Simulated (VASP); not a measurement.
# CuO: single point with PBE

CuO:

```xyz
2
Lattice="2.8363 0.0000 0.0000 -1.4182 2.4563 0.0000 0.0000 0.0000 2.7681" Properties=species:S:1:pos:R:3 pbc="T T T"
Cu    0.0271    0.0113   -0.0529
O     1.3653    0.8053    1.4051
```

This cell differs from its parent crystal: atoms moved at random.

| Property | Result |
| --- | --- |
| Program | VASP 6.6.1 |
| Task | single point |
| Functional | PBE |
| Potentials or basis | VASP PAW PBE potentials, release 64 (Cu, O) |
| Cutoff | 520 eV |
| k mesh | 11 × 11 × 10 |
| Occupations | fermi-dirac, width 0.05 eV |
| Spin | no spin polarisation |

```json
{"Pressure": "0.7 GPa", "Largest force": "0.298 eV/Å"}
```

Forces on the atoms (eV/Å):
```
Cu   0.032 -0.034  0.294
O   -0.032  0.034 -0.294
```

Stress tensor (GPa, compression positive):
```
 4.28 -0.29 -0.80
-0.29  3.86 -0.30
-0.80 -0.30 -6.16
```

Levels at points of the mesh, in eV from the Fermi level:
```csv
k point,band 5,band 6,band 7,band 8,band 9,band 10,band 11,band 12,band 13,band 14
"(0.00, 0.00, 0.00)",-2.51,-1.78,-1.70,-0.30,0.00,1.10,15.05,16.44,16.96,18.77
"(0.00, 0.00, 0.50)",-2.23,-2.23,-1.53,-0.45,0.09,7.12,7.66,20.82,21.22,22.25
```

Wall time 3.4 min on 1 thread of AMD EPYC 7R43 64-Core Processor (Zen 3), on a shared host, peak memory 0.25 GiB.

Caveat: the cell differs from its parent crystal (atoms moved at random); an odd number of electrons without spin polarisation forces a metal; a magnetic or distorted state may lie lower; semilocal functionals often make such compounds metallic where correlation or magnetic order opens a gap, which also shifts bond lengths.
